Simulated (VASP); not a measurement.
# Be2Se3: single point with PBE

Be2Se3:

```xyz
5
Lattice="-1.7830 5.3193 2.5507 1.7830 -5.3193 2.5507 1.7830 5.3193 -2.5507" Properties=species:S:1:pos:R:3 pbc="T T T"
Be    1.7830    3.5708    1.2650
Be    0.0000    1.7485    3.8157
Se    0.0000    7.0381   -0.0238
Se    0.0000    3.6006   -0.0238
Se    0.0000    0.0000    0.0683
```

* Program: VASP 6.6.1
* Task: single point
* Functional: PBE
* Potentials or basis: VASP PAW PBE potentials, release 64 (Be, Se)
* Cutoff: 520 eV
* k mesh: 5 × 5 × 5
* Occupations: gaussian, width 0.2 eV
* Spin: no spin polarisation
* Dipole correction: no
* Further INCAR settings: ALGO = Normal; EDIFF = 1e-06; NBANDS = 19

```yaml
Pressure: 0.1 GPa
Largest_force: 0.054 eV/Å
Band_gap_on_the_k_mesh: zero (band 11 reaches 3.50 eV, above the bottom of band 12 at 2.05 eV)
```

Forces on the atoms (eV/Å):
```
Be   0.000  0.024 -0.048
Be   0.000 -0.024 -0.048
Se   0.000 -0.020  0.039
Se   0.000  0.020  0.039
Se   0.000  0.000  0.019
```

Stress tensor (GPa, compression positive):
```
 0.00  0.00  0.00
 0.00 -0.07  0.00
 0.00  0.00  0.33
```

Levels at points of the mesh, in eV from the Fermi level:
```
           k point  band 9  band 10  band 11  band 12  band 13  band 14
(0.00, 0.00, 0.00)   -0.77     0.83     0.95     1.04     4.70     5.10
```

It took 53 s on 1 thread of Intel(R) Xeon(R) 6975P-C (Granite Rapids) (shared host), peak memory 0.31 GiB.

Caveat: the k points lie up to 0.43 Å⁻¹ apart.
